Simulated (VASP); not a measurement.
# MgO (P1) in VASP: single point with PBE

Aim: the single point of MgO with PBE.

Program: VASP 6.6.1. These are calculated values, not measurements. Logs are shortened: lines on timing, memory, paths and dates and some standing lists are left out, and cuts for length are marked.

**1. The cell of the first run**

The typed cell holds 8 atoms: a = 4.255 Å, b = 4.255 Å, c = 4.255 Å, α = 90.00°, β = 90.00°, γ = 90.00°.

**2. Single point, PBE**

File INCAR:

```
PREC     = Accurate       # precision mode
ENCUT    = 600            # plane-wave cutoff, eV
EDIFF    = 1E-6           # SCF threshold, eV
ISMEAR   = -1             # smearing method
SIGMA    = 0.15           # smearing width, eV
LREAL    = False          # projectors in reciprocal space
LASPH    = True           # aspherical terms in the spheres
NELM     = 120            # most SCF steps
ALGO     = Normal         # electronic algorithm
ISIF     = 2              # what is computed and relaxed
LWAVE    = False          # write WAVECAR
LCHARG   = False          # write CHGCAR
GGA      = PE             # functional
NBANDS   = 26             # bands
GGA_COMPAT= False
```

File KPOINTS:

```
Automatic mesh
0
Gamma
  2 2 2
  0.5 0.5 0.5
```

File POSCAR:

```
MgO
1.0
    4.2550000000      0.0000000000      0.0000000000
    0.0000000000      4.2550000000      0.0000000000
    0.0000000000      0.0000000000      4.2550000000
Mg O
4 4
Direct
    0.0092290000     -0.0000400000     -0.0025020000
    0.0059900000      0.4999250000      0.4951510000
    0.4980570000     -0.0007810000      0.5147930000
    0.4870060000      0.5004290000     -0.0116180000
    0.5050110000     -0.0106340000      0.0028920000
    0.5031290000      0.5099810000      0.4986750000
    0.9923370000     -0.0015930000      0.5082420000
    0.9992400000      0.5027140000     -0.0056330000
```

Potentials or basis: VASP PAW PBE potentials, release 64 (Mg, O).

Command:

```sh
cat potpaw_PBE.64/Mg/POTCAR potpaw_PBE.64/O/POTCAR > POTCAR
mpirun -np 1 vasp_std > vasp.out
```

OUTCAR:

```text
PREC = Accurate
   ENCUT = 600
   EDIFF = 1E-6
   ISMEAR = -1
   LREAL = False
   LASPH = True
   NELM = 120
   ISIF = 2
   GGA = PE

 ion  position               nearest neighbor table
   1  0.009  1.000  0.997-   7 2.08   5 2.11   8 2.12   8 2.14   5 2.15   7 2.17   3 2.92   4 2.94
                             4 2.94   3 2.99   2 3.00   2 3.00   2 3.02   2 3.02   3 3.03   4 3.08
   2  0.006  0.500  0.495-   6 2.12   7 2.12   8 2.12   8 2.13   7 2.14   6 2.14   4 2.93   4 2.97
                             3 2.98   3 2.99   1 3.00   1 3.00   1 3.02   1 3.02   3 3.03   3 3.04
   3  0.498  0.999  0.515-   5 2.08   6 2.08   7 2.10   7 2.15   6 2.17   5 2.18   1 2.92   4 2.93
                             4 2.93   2 2.98   2 2.99   1 2.99   1 3.03   2 3.03   2 3.04   4 3.09
   4  0.487  0.500  0.988-   8 2.08   5 2.08   6 2.09   6 2.17   5 2.18   8 2.18   3 2.93   2 2.93
                             3 2.93   1 2.94   1 2.94   2 2.97   2 3.05   1 3.08   1 3.08   3 3.09
   5  0.505  0.989  0.003-   3 2.08   4 2.08   1 2.11   1 2.15   4 2.18   3 2.18
   6  0.503  0.510  0.499-   3 2.08   4 2.09   2 2.12   2 2.14   4 2.17   3 2.17
   7  0.992  0.998  0.508-   1 2.08   3 2.10   2 2.12   2 2.14   3 2.15   1 2.17
   8  0.999  0.503  0.994-   4 2.08   1 2.12   2 2.12   2 2.13   1 2.14   4 2.18

  LATTYP: Found a simple cubic cell.
 ALAT       =     4.2550000000

  Lattice vectors:

 A1 = (   4.2550000000,   0.0000000000,   0.0000000000)
 A2 = (   0.0000000000,   4.2550000000,   0.0000000000)
 A3 = (   0.0000000000,   0.0000000000,   4.2550000000)

Analysis of symmetry for initial positions (statically):
=====================================================================
 Subroutine PRICEL returns:
 Original cell was already a primitive cell.

 Routine SETGRP: Setting up the symmetry group for a
 simple cubic supercell.

 Subroutine GETGRP returns: Found  1 space group operations
 (whereof  1 operations were pure point group operations)
 out of a pool of 48 trial point group operations.

The static configuration has the point symmetry C_1 .

Analysis of symmetry for dynamics (positions and initial velocities):
=====================================================================
 Subroutine PRICEL returns:
 Original cell was already a primitive cell.

 Routine SETGRP: Setting up the symmetry group for a
 simple cubic supercell.

 Subroutine GETGRP returns: Found  1 space group operations
 (whereof  1 operations were pure point group operations)
 out of a pool of 48 trial point group operations.

The dynamic configuration has the point symmetry C_1 .

 Subroutine INISYM returns: Found  1 space group operations
 (whereof  1 operations are pure point group operations),
 and found     1 'primitive' translations

----------------------------------------------------------------------------------------

                                     Primitive cell

  volume of cell :      77.0369

  direct lattice vectors                    reciprocal lattice vectors
     4.255000000  0.000000000  0.000000000     0.235017626  0.000000000  0.000000000
     0.000000000  4.255000000  0.000000000     0.000000000  0.235017626  0.000000000
     0.000000000  0.000000000  4.255000000     0.000000000  0.000000000  0.235017626

  length of vectors
     4.255000000  4.255000000  4.255000000     0.235017626  0.235017626  0.235017626

  position of ions in fractional coordinates (direct lattice)
     0.009229000  0.999960000  0.997498000
     0.005990000  0.499925000  0.495151000
     0.498057000  0.999219000  0.514793000
     0.487006000  0.500429000  0.988382000
     0.505011000  0.989366000  0.002892000
     0.503129000  0.509981000  0.498675000
     0.992337000  0.998407000  0.508242000
     0.999240000  0.502714000  0.994367000

  ion indices of the primitive-cell ions
   primitive index   ion index
                 1           1
                 2           2
                 3           3
                 4           4
                 5           5
                 6           6
                 7           7
                 8           8

----------------------------------------------------------------------------------------

 KPOINTS: Automatic mesh

Automatic generation of k-mesh.
 Grid dimensions read from file:
 generate k-points for:    2    2    2

 Generating k-lattice:

  Cartesian coordinates                     Fractional coordinates (reciprocal lattice)
     0.117508813  0.000000000  0.000000000     0.500000000  0.000000000  0.000000000
     0.000000000  0.117508813  0.000000000     0.000000000  0.500000000  0.000000000
     0.000000000  0.000000000  0.117508813     0.000000000  0.000000000  0.500000000

  Length of vectors
     0.117508813  0.117508813  0.117508813

  Shift w.r.t. Gamma in fractional coordinates (k-lattice)
     0.500000000  0.500000000  0.500000000

 Subroutine IBZKPT returns following result:
 ===========================================

 Found      4 irreducible k-points:

 Following reciprocal coordinates:
            Coordinates               Weight
  0.250000  0.250000  0.250000      2.000000
 -0.250000  0.250000  0.250000      2.000000
 -0.250000 -0.250000  0.250000      2.000000
  0.250000 -0.250000  0.250000      2.000000
   k-points           NKPTS =      4   k-points in BZ     NKDIM =      4   number of bands    NBANDS=     26
   number of dos      NEDOS =    301   number of ions     NIONS =      8
   total plane-waves  NPLWV =  46656
   dimension x,y,z NGX =    36 NGY =   36 NGZ =   36
   dimension x,y,z NGXF=    72 NGYF=   72 NGZF=   72
   ions per type =               4   4
   NGX,Y,Z   is equivalent  to a cutoff of  14.07, 14.07, 14.07 a.u.
   NGXF,Y,Z  is equivalent  to a cutoff of  28.13, 28.13, 28.13 a.u.
 SYSTEM =  unknown system
   PREC   = accura    normal or accurate (medium, high low for compatibility)
   ISTART =      0    job   : 0-new  1-cont  2-samecut
   ICHARG =      2    charge: 1-file 2-atom 10-const
   ISPIN  =      1    spin polarized calculation?
   LNONCOLLINEAR =      F non collinear calculations
   LSORBIT =      F    spin-orbit coupling
   LASPH  =      T    aspherical Exc in radial PAW
   ENCUT  =  600.0 eV  44.10 Ry    6.64 a.u.   8.50  8.50  8.50*2*pi/ulx,y,z
   NELM   =    120;   NELMIN=  2; NELMDL= -5     # of ELM steps
   EDIFF  = 0.1E-05   stopping-criterion for ELM
   LREAL  =      F    real-space projection
   EDIFFG = 0.1E-04   stopping-criterion for IOM
   NSW    =      0    number of steps for IOM
   IBRION =     -1    ionic relax: 0-MD 1-quasi-New 2-CG
   NFREE  =      0    steps in history (QN), initial steepest desc. (CG)
   ISIF   =      2    stress and relaxation
   ISYM   =      2    0-nonsym 1-usesym 2-fastsym
   POTIM  = 0.5000    time-step for ionic-motion
   TEBEG  =    0.0;   TEEND  =   0.0 temperature during run
   PSTRESS=    0.0 pullay stress
   NELECT =      32.0000    total number of electrons
   NUPDOWN=      -1.0000    fix difference up-down
   EMIN   =  10.00;   EMAX   =-10.00  energy-range for DOS
   EFERMI =   0.00;   METHOD = LEGACY
   ISMEAR =    -1;   SIGMA  =   0.15  broadening in eV -4-tet -1-fermi 0-gaus
   EFERMI_NEDOS =   21; number of points for ismear=-14 and -15
   IALGO  =     38    algorithm
   IMIX   =      4    mixing-type and parameters
     AMIX     =   0.40;   BMIX     =  1.00
     AMIX_MAG =   1.60;   BMIX_MAG =  1.00
  volume/ion in A,a.u.               =       9.63        64.98
  Fermi-wavevector in a.u.,A,eV,Ry     =   1.221496  2.308292 20.300595  1.492052
  Thomas-Fermi vector in A             =   2.356676
   LORBIT       =      0    0 simple, 1 ext, 2 COOP (PROOUT), +10 PAW based schemes
   GGA     = PE    functional components
   LHFCALC =     F    Hartree Fock is set to
   AEXX    =    0.0000 exact exchange contribution
   IVDW    =     0    specifies the selected vdW correction
   LEPSILON=     F    determine dielectric tensor
   LRPA    =     F    only Hartree local field effects (RPA)
 non-spin polarized calculation
  energy-cutoff  :      600.00
  volume of cell :       77.04
 maximum number of plane-waves:      2584
 NGX is ok and might be reduce to    36
   NGX = 17   NGY = 17   NGZ = 17

 number of electron      31.9999999 magnetization

 Free energy of the ion-electron system (eV)
  ---------------------------------------------------
  ext. energy  EPLUGINS =         0.00000000
  ---------------------------------------------------
  free energy    TOTEN  =       -47.51263423 eV

  energy without entropy =      -47.51263423  energy(sigma->0) =      -47.51263423

 E-fermi :   6.2248     XC(G=0): -10.9318

 val. band max:        2.6557453382   @ k =   0.2500   0.2500   0.2500
 cond. band min:       9.7391728323   @ k =   0.2500   0.2500   0.2500
 fundamental gap:      7.0834274941
 Fermi energy:         6.2247679465

 k-point     1 :       0.2500    0.2500    0.2500
  band No.  band energies     occupation
      1     -13.5878      2.00000
      2     -12.8390      2.00000
      3     -12.8117      2.00000
      4     -12.7943      2.00000
      5      -0.7768      2.00000
      6      -0.7392      2.00000
[... 18 lines left out ...]
     25      15.8038      0.00000
     26      15.9837      0.00000

 k-point     2 :      -0.2500    0.2500    0.2500
  band No.  band energies     occupation
      1     -13.5882      2.00000
      2     -12.8245      2.00000
      3     -12.8116      2.00000
      4     -12.8085      2.00000
      5      -0.7490      2.00000
      6      -0.7393      2.00000
[... 18 lines left out ...]
     25      15.9407      0.00000
     26      15.9707      0.00000

 k-point     3 :      -0.2500   -0.2500    0.2500
  band No.  band energies     occupation
      1     -13.5877      2.00000
      2     -12.8327      2.00000
      3     -12.8168      2.00000
      4     -12.7957      2.00000
      5      -0.7698      2.00000
      6      -0.7354      2.00000
[... 18 lines left out ...]
     25      15.8742      0.00000
     26      15.9729      0.00000

 k-point     4 :       0.2500   -0.2500    0.2500
  band No.  band energies     occupation
      1     -13.5878      2.00000
      2     -12.8301      2.00000
      3     -12.8160      2.00000
      4     -12.7989      2.00000
      5      -0.7630      2.00000
      6      -0.7376      2.00000
[... 18 lines left out ...]
     25      15.8725      0.00000
     26      16.0337      0.00000

------------------------ aborting loop because EDIFF is reached ----------------------------------------

  FORCE on cell =-STRESS in cart. coord.  units (eV):
  Direction    XX          YY          ZZ          XY          YZ          ZX
  --------------------------------------------------------------------------------------
  -------------------------------------------------------------------------------------
  Total       -0.4075675     -0.2752627     -0.2076533      0.0214154      0.0162259     -0.0382313
  in kB       -8.4763994     -5.7247850     -4.3186761      0.4453866      0.3374591     -0.7951164
  external PRESSURE =      -6.1732868 kB  Pullay stress =       0.0000000 kB

 VOLUME and BASIS-vectors are now :
 -----------------------------------------------------------------------------
  energy-cutoff  :      600.00
  volume of cell :       77.04
      direct lattice vectors                 reciprocal lattice vectors
     4.255000000  0.000000000  0.000000000     0.235017626  0.000000000  0.000000000
     0.000000000  4.255000000  0.000000000     0.000000000  0.235017626  0.000000000
     0.000000000  0.000000000  4.255000000     0.000000000  0.000000000  0.235017626

 POSITION                                       TOTAL-FORCE (eV/Angst)
 -----------------------------------------------------------------------------------
      0.03927      4.25483      4.24435        -0.533387     -0.055710      0.294497
      0.02549      2.12718      2.10687        -0.439588      0.070506     -0.018923
      2.11923      4.25168      2.19044         0.253811      0.045960     -0.619852
      2.07221      2.12933      4.20557         0.710945     -0.039266      0.511610
      2.14882      4.20975      0.01231        -0.339089      0.610262      0.027481
      2.14081      2.16997      2.12186        -0.295974     -0.587281     -0.034326
      4.22239      4.24822      2.16257         0.521069      0.238023     -0.332444
      4.25177      2.13905      4.23103         0.122213     -0.282494      0.171957
 -----------------------------------------------------------------------------------
    total drift:                               -0.000453     -0.000286     -0.000016

  FREE ENERGIE OF THE ION-ELECTRON SYSTEM (eV)
  ---------------------------------------------------
  free  energy   TOTEN  =       -47.5126342275 eV

  energy  without entropy=      -47.5126342263  energy(sigma->0) =      -47.51263423
```

It took 19 s on 1 thread of AMD EPYC 9R14 (Zen 4), shared host; peak memory 0.16 GiB.

What came out:

| Item | Value |
| --- | --- |
| Free energy | -47.5126 eV |
| Pressure | -0.6 GPa |
| Largest force | 0.877 eV/Å |
| Band gap on the k mesh | 7.08 eV |

Forces on the atoms (eV/Å):
```
Mg  -0.533 -0.056  0.294
Mg  -0.440  0.071 -0.019
Mg   0.254  0.046 -0.620
Mg   0.711 -0.039  0.512
O   -0.339  0.610  0.027
O   -0.296 -0.587 -0.034
O    0.521  0.238 -0.332
O    0.122 -0.282  0.172
```

Stress tensor (GPa, compression positive):
```
-0.85  0.04 -0.08
 0.04 -0.57  0.03
-0.08  0.03 -0.43
```

Levels at points of the mesh, in eV from the valence-band top:
| k point | band 14 | band 15 | band 16 | band 17 | band 18 | band 19 |
| --- | --- | --- | --- | --- | --- | --- |
| (0.25, 0.25, 0.25) | -0.66 | -0.01 | 0.00 | 7.08 | 9.65 | 9.72 |

Caveat: the k points lie up to 0.74 Å⁻¹ apart; a shifted mesh leaves out Γ, where band edges can lie.
